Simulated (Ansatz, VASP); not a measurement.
Two plane-wave programs on WC

```xyz
2
Lattice="2.9321 0.0000 0.0000 -1.4661 2.5393 0.0000 0.0000 0.0000 2.8550" Properties=species:S:1:pos:R:3 pbc="T T T"
W     0.0000    0.0000    0.0000
C     1.4661    0.8464    1.4275
```

Alike in both runs: functional r2SCAN; k mesh 13 × 13 × 12; occupations fermi-dirac, width 0.1 eV; no spin polarisation.

Ansatz relaxed the structure, and its values are those at the end. VASP's run is a single point on that final structure, the one shown.

|  | VASP | Ansatz |
| --- | --- | --- |
| version | VASP 6.6.1 | Ansatz 0.2.0 |
| potentials or method | VASP PAW PBE potentials, release 64 (W_sv, C), cutoff 520 eV | PAW plane waves |
| valence electrons in the cell | 18 | 18 |

Ansatz gave:

* pressure (GPa): -7.7

Problem. Which values does VASP return?

Solution. Pressure (GPa): -6.1.

VASP's potentials were made for PBE, not for r2SCAN. Ansatz's warnings: stress scf threshold loose.

Neither program's run includes spin-orbit coupling.
